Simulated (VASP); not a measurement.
# GaN (Fm-3m) in VASP: a series of runs

GaN is run at these levels: LDA; tasks: single point.

All numbers are computed with VASP 6.6.1; they aren't measurements. Logs are shortened: lines on timing, memory, paths and dates and some standing lists are left out, and cuts for length are marked.

## (1) The cell of the first run

Symmetry: Fm-3m, No. 225, cubic system. Conventional cell: a = 4.183 Å, b = 4.183 Å, c = 4.183 Å, α = 90.00°, β = 90.00°, γ = 90.00°. Ga (site symmetry m-3m) has 6 N at 2.09 Å within 2.8 Å. Within 2.8 Å of N (site symmetry m-3m) lie 6 Ga at 2.09 Å.

## (2) Single point, LDA

Input file INCAR:

```
PREC = Accurate
ENCUT = 600
EDIFF = 1E-6
ISMEAR = -1
SIGMA = 0.01
LREAL = False
LASPH = True
NELM = 120
ALGO = Normal
ISIF = 2
LWAVE = False
LCHARG = False
GGA = CA
NBANDS = 16
GGA_COMPAT = False
```

Input file KPOINTS:

```
regular mesh
0
Gamma
  8 8 8
```

Input file POSCAR:

```
GaN
1.0
    0.0000000000      2.0916514428      2.0916514428
    2.0916514428      0.0000000000      2.0916514428
    2.0916514428      2.0916514428      0.0000000000
Ga N
1 1
Direct
    0.0000000000      0.0000000000      0.0000000000
    0.5000000000      0.5000000000      0.5000000000
```

Potentials or basis: VASP PAW LDA potentials, release 64 (Ga_d, N).

Command:

```bash
$ cat potpaw_LDA.64/Ga_d/POTCAR potpaw_LDA.64/N/POTCAR > POTCAR
$ mpirun -np 1 vasp_std > vasp.out
```

OUTCAR:

```text
PREC = Accurate
   ENCUT = 600
   EDIFF = 1E-6
   ISMEAR = -1
   LREAL = False
   LASPH = True
   NELM = 120
   ISIF = 2
   GGA = CA

 ion  position               nearest neighbor table
   1  0.000  0.000  0.000-   2 2.09   2 2.09   2 2.09   2 2.09   2 2.09   2 2.09
   2  0.500  0.500  0.500-   1 2.09   1 2.09   1 2.09   1 2.09   1 2.09   1 2.09

  LATTYP: Found a face centered cubic cell.
 ALAT       =     4.1833028856

  Lattice vectors:

 A1 = (   0.0000000000,   2.0916514428,   2.0916514428)
 A2 = (   2.0916514428,   0.0000000000,   2.0916514428)
 A3 = (   2.0916514428,   2.0916514428,   0.0000000000)

Analysis of symmetry for initial positions (statically):
=====================================================================
 Subroutine PRICEL returns:
 Original cell was already a primitive cell.

 Routine SETGRP: Setting up the symmetry group for a
 face centered cubic supercell.

 Subroutine GETGRP returns: Found 48 space group operations
 (whereof 48 operations were pure point group operations)
 out of a pool of 48 trial point group operations.

The static configuration has the point symmetry O_h .

Analysis of symmetry for dynamics (positions and initial velocities):
=====================================================================
 Subroutine PRICEL returns:
 Original cell was already a primitive cell.

 Routine SETGRP: Setting up the symmetry group for a
 face centered cubic supercell.

 Subroutine GETGRP returns: Found 48 space group operations
 (whereof 48 operations were pure point group operations)
 out of a pool of 48 trial point group operations.

The dynamic configuration has the point symmetry O_h .

 Subroutine INISYM returns: Found 48 space group operations
 (whereof 48 operations are pure point group operations),
 and found     1 'primitive' translations

----------------------------------------------------------------------------------------

                                     Primitive cell

  volume of cell :      18.3020

  direct lattice vectors                    reciprocal lattice vectors
     0.000000000  2.091651443  2.091651443    -0.239045565  0.239045565  0.239045565
     2.091651443  0.000000000  2.091651443     0.239045565 -0.239045565  0.239045565
     2.091651443  2.091651443  0.000000000     0.239045565  0.239045565 -0.239045565

  length of vectors
[... 80 lines left out ...]
   ENCUT  =  600.0 eV  44.10 Ry    6.64 a.u.   5.91  5.91  5.91*2*pi/ulx,y,z
   NELM   =    120;   NELMIN=  2; NELMDL= -5     # of ELM steps
   EDIFF  = 0.1E-05   stopping-criterion for ELM
   LREAL  =      F    real-space projection
   EDIFFG = 0.1E-04   stopping-criterion for IOM
   NSW    =      0    number of steps for IOM
   IBRION =     -1    ionic relax: 0-MD 1-quasi-New 2-CG
   NFREE  =      0    steps in history (QN), initial steepest desc. (CG)
   ISIF   =      2    stress and relaxation
   ISYM   =      2    0-nonsym 1-usesym 2-fastsym
   POTIM  = 0.5000    time-step for ionic-motion
   TEBEG  =    0.0;   TEEND  =   0.0 temperature during run
   PSTRESS=    0.0 pullay stress
   NELECT =      18.0000    total number of electrons
   NUPDOWN=      -1.0000    fix difference up-down
   EMIN   =  10.00;   EMAX   =-10.00  energy-range for DOS
   EFERMI =   0.00;   METHOD = LEGACY
   ISMEAR =    -1;   SIGMA  =   0.01  broadening in eV -4-tet -1-fermi 0-gaus
   EFERMI_NEDOS =   21; number of points for ismear=-14 and -15
   IALGO  =     38    algorithm
   IMIX   =      4    mixing-type and parameters
     AMIX     =   0.40;   BMIX     =  1.00
     AMIX_MAG =   1.60;   BMIX_MAG =  1.00
  volume/ion in A,a.u.               =       9.15        61.75
  Fermi-wavevector in a.u.,A,eV,Ry     =   1.628045  3.076559 36.062648  2.650530
  Thomas-Fermi vector in A             =   2.720740
   LORBIT       =      0    0 simple, 1 ext, 2 COOP (PROOUT), +10 PAW based schemes
   GGA     = CA    functional components
   LHFCALC =     F    Hartree Fock is set to
   AEXX    =    0.0000 exact exchange contribution
   IVDW    =     0    specifies the selected vdW correction
   LEPSILON=     F    determine dielectric tensor
   LRPA    =     F    only Hartree local field effects (RPA)
 non-spin polarized calculation
  energy-cutoff  :      600.00
  volume of cell :       18.30
 maximum number of plane-waves:       620
   NGX = 11   NGY = 11   NGZ = 11

 number of electron      17.9999999 magnetization

 Free energy of the ion-electron system (eV)
  ---------------------------------------------------
  ext. energy  EPLUGINS =         0.00000000
  ---------------------------------------------------
  free energy    TOTEN  =       -13.08148580 eV

  energy without entropy =      -13.08148580  energy(sigma->0) =      -13.08148580

 E-fermi :   8.3296     XC(G=0): -13.6572

 val. band max:        8.0608287655   @ k =  -0.2500   0.1250   0.0000
 cond. band min:       8.6877128238   @ k =   0.5000   0.5000   0.0000
 fundamental gap:      0.6268840583
 Fermi energy:         8.3295782576

 k-point     1 :       0.0000    0.0000    0.0000
  band No.  band energies     occupation
      1      -9.4401      2.00000
      2      -6.0165      2.00000
      3      -6.0165      2.00000
      4      -6.0165      2.00000
      5      -5.9107      2.00000
      6      -5.9107      2.00000
[... 433 lines left out ...]
      3      -6.0533      2.00000
      4      -5.9644      2.00000
      5      -5.7618      2.00000
      6      -4.3117      2.00000
[... 8 lines left out ...]
     15      27.2896      0.00000
     16      31.9790      0.00000

 [... further k-points ...]

------------------------ aborting loop because EDIFF is reached ----------------------------------------

  FORCE on cell =-STRESS in cart. coord.  units (eV):
  Direction    XX          YY          ZZ          XY          YZ          ZX
  --------------------------------------------------------------------------------------
  -------------------------------------------------------------------------------------
  Total        0.0927869      0.0927869      0.0927869      0.0000000      0.0000000     -0.0000000
  in kB        8.1226763      8.1226763      8.1226763      0.0000000      0.0000000     -0.0000000
  external PRESSURE =       8.1226763 kB  Pullay stress =       0.0000000 kB

 VOLUME and BASIS-vectors are now :
 -----------------------------------------------------------------------------
  energy-cutoff  :      600.00
  volume of cell :       18.30
      direct lattice vectors                 reciprocal lattice vectors
     0.000000000  2.091651443  2.091651443    -0.239045565  0.239045565  0.239045565
     2.091651443  0.000000000  2.091651443     0.239045565 -0.239045565  0.239045565
     2.091651443  2.091651443  0.000000000     0.239045565  0.239045565 -0.239045565

 POSITION                                       TOTAL-FORCE (eV/Angst)
 -----------------------------------------------------------------------------------
      0.00000      0.00000      0.00000        -0.000000      0.000000      0.000000
      2.09165      2.09165      2.09165         0.000000     -0.000000     -0.000000
 -----------------------------------------------------------------------------------
    total drift:                                0.000000     -0.000000     -0.000000

  FREE ENERGIE OF THE ION-ELECTRON SYSTEM (eV)
  ---------------------------------------------------
  free  energy   TOTEN  =       -13.0814858005 eV

  energy  without entropy=      -13.0814858005  energy(sigma->0) =      -13.08148580
```

OSZICAR:

```text
N       E                     dE             d eps       ncg     rms          rms(c)
DAV:   1     0.806259621402E+02    0.80626E+02   -0.10013E+04  1064   0.233E+03
DAV:   2    -0.990195598887E+01   -0.90528E+02   -0.85172E+02  1056   0.355E+02
DAV:   3    -0.149030907975E+02   -0.50011E+01   -0.49844E+01  1072   0.670E+01
DAV:   4    -0.149408437726E+02   -0.37753E-01   -0.37750E-01  1128   0.601E+00
DAV:   5    -0.149412508346E+02   -0.40706E-03   -0.40706E-03  1128   0.600E-01    0.724E+00
DAV:   6    -0.131399460264E+02    0.18013E+01   -0.44186E+00  1336   0.416E+01    0.236E+00
DAV:   7    -0.131080249939E+02    0.31921E-01   -0.18198E-01  1064   0.476E+00    0.149E+00
DAV:   8    -0.130830108455E+02    0.25014E-01   -0.38507E-02  1112   0.207E+00    0.469E-01
DAV:   9    -0.130815818035E+02    0.14290E-02   -0.55574E-03  1064   0.164E+00    0.106E-01
DAV:  10    -0.130814903778E+02    0.91426E-04   -0.53614E-04  1136   0.273E-01    0.155E-02
DAV:  11    -0.130814857029E+02    0.46749E-05   -0.28592E-05  1160   0.592E-02    0.764E-03
DAV:  12    -0.130814858005E+02   -0.97623E-07   -0.15088E-06   936   0.196E-02
   1 F= -.13081486E+02 E0= -.13081486E+02  d E =-.556602E-13
```

It took 13 s on 1 thread of Intel Xeon 8259CL, shared host; peak memory 0.13 GiB.

What came out:

```yaml
Free_energy: -13.0815 eV
Pressure: 0.8 GPa
Band_gap_on_the_k_mesh: 0.63 eV, indirect (least direct gap 3.23 eV)
```

Levels at points of the mesh, in eV from the valence-band top:
| k point | band 5 | band 6 | band 7 | band 8 | band 9 | band 10 | band 11 | band 12 | band 13 | band 14 |
| --- | --- | --- | --- | --- | --- | --- | --- | --- | --- | --- |
| (0.00, 0.00, 0.00) | -13.97 | -13.97 | -0.54 | -0.54 | -0.54 | 2.69 | 14.85 | 14.85 | 14.85 | 15.98 |
| (0.50, 0.00, 0.00) | -13.83 | -13.83 | -8.49 | -0.15 | -0.15 | 4.81 | 9.09 | 9.09 | 9.66 | 16.54 |
| (0.50, 0.50, 0.00) | -13.77 | -10.78 | -7.41 | -3.18 | -3.18 | 0.63 | 7.81 | 12.10 | 14.69 | 14.69 |

A k mesh can miss the band edges. A hybrid or GW would open this gap; LDA tends to underestimate it.

## (3) Single point, LDA

This run uses another cell than the first one, of 9.44 Å³/atom, 1.032 times its volume.

Input file INCAR:

```
SYSTEM = GaN
ALGO = Normal
EDIFF = 1E-6
ENCUT = 600
GGA_COMPAT = .False.
ISIF = 2
ISMEAR = -1
LASPH = .True.
LCHARG = .True.
LELF = .True.
LREAL = .False.
LVHAR = .True.
LWAVE = .False.
NBANDS = 16
NELM = 120
PREC = Accurate
SIGMA = 0.01
```

Input file KPOINTS:

```
k-points
0
Gamma
  8 8 8
  0 0 0
```

Input file POSCAR:

```
GaN
1.0
    0.0000000000      2.1136704445      2.1136704445
    2.1136704445      0.0000000000      2.1136704445
    2.1136704445      2.1136704445      0.0000000000
Ga N
1 1
Direct
    0.0000000000      0.0000000000      0.0000000000
    0.5000000000      0.5000000000      0.5000000000
```

Potentials or basis: VASP PAW LDA potentials, release 64 (Ga_d, N).

Command:

```bash
$ cat potpaw_LDA.64/Ga_d/POTCAR potpaw_LDA.64/N/POTCAR > POTCAR
$ mpirun -np 1 vasp_std > vasp.out
```

Wall time 12 s (1 thread of Intel Xeon 8259CL, shared host); peak memory 0.13 GiB.

Results (log left out):

```yaml
Free_energy: -13.0716 eV
Pressure: -6.6 GPa
Band_gap_on_the_k_mesh: 0.43 eV, indirect (least direct gap 2.82 eV)
```

Levels at points of the mesh, in eV from the valence-band top:
```tsv
k point	band 7	band 8	band 9	band 10	band 11	band 12
(0.00, 0.00, 0.00)	-0.51	-0.51	-0.51	2.32	14.67	14.67
(0.50, 0.00, 0.00)	-8.32	-0.15	-0.15	4.68	8.91	8.91
(0.50, 0.50, 0.00)	-7.16	-3.06	-3.06	0.43	7.78	11.78
```

## (4) Single point, LDA

This run uses another cell than the first one, of 9.74 Å³/atom, 1.064 times its volume.

Input file INCAR:

```
SYSTEM = GaN
ALGO = Normal ; EDIFF = 1E-6
ENCUT = 600 ; GGA_COMPAT = .False.
ISIF = 2 ; ISMEAR = -1
LASPH = .True. ; LCHARG = .False.
LREAL = .False. ; LWAVE = .False.
NBANDS = 16 ; NELM = 120
PREC = Accurate ; SIGMA = 0.01
```

KPOINTS is that of step 3.

Input file POSCAR:

```
GaN
1.0
    0.0000000000      2.1352400000      2.1352400000
    2.1352400000      0.0000000000      2.1352400000
    2.1352400000      2.1352400000      0.0000000000
Ga N
1 1
Direct
    0.0000000000      0.0000000000      0.0000000000
    0.5000000000      0.5000000000      0.5000000000
```

Command:

```bash
$ cat potpaw_LDA.64/Ga_d/POTCAR potpaw_LDA.64/N/POTCAR > POTCAR
$ mpirun -np 1 vasp_std > vasp.out
```

Run time: 11 s. Hardware: 1 thread of Intel Xeon 8259CL, shared host; peak memory 0.13 GiB.

Results (log left out):

| Quantity | Value |
| --- | --- |
| Free energy | -13.0369 eV |
| Pressure | -12.7 GPa |
| Band gap on the k mesh | 0.24 eV, indirect (least direct gap 2.45 eV) |

Levels at points of the mesh, in eV from the valence-band top:
| k point | band 6 | band 7 | band 8 | band 9 | band 10 | band 11 | band 12 | band 13 |
| --- | --- | --- | --- | --- | --- | --- | --- | --- |
| (0.00, 0.00, 0.00) | -14.00 | -0.48 | -0.48 | -0.48 | 1.97 | 14.49 | 14.49 | 14.49 |
| (0.50, 0.00, 0.00) | -13.76 | -8.17 | -0.15 | -0.15 | 4.55 | 8.73 | 8.73 | 8.85 |
| (0.50, 0.50, 0.00) | -10.91 | -6.92 | -2.95 | -2.95 | 0.24 | 7.74 | 11.48 | 13.89 |

A k mesh can miss the band edges.

## (5) Overview

| cell | gap on the mesh (eV) | pressure (GPa) |
| --- | --- | --- |
| a = 2.958 Å, angles 60.0°, 2 atoms | 0.63 | 0.8 |
| a = 2.989 Å, angles 60.0°, 2 atoms | 0.43 | -6.6 |
| a = 3.020 Å, angles 60.0°, 2 atoms | 0.24 | -12.7 |

Alike in all rows: task single point; level LDA; potentials or basis VASP PAW LDA potentials, release 64 (Ga_d, N); no spin polarisation; k mesh 8 × 8 × 8; cutoff (eV) 600; smearing fermi-dirac 0.01 eV.

Total energies depend on the potentials used, so only differences within one code and one set of settings carry meaning.
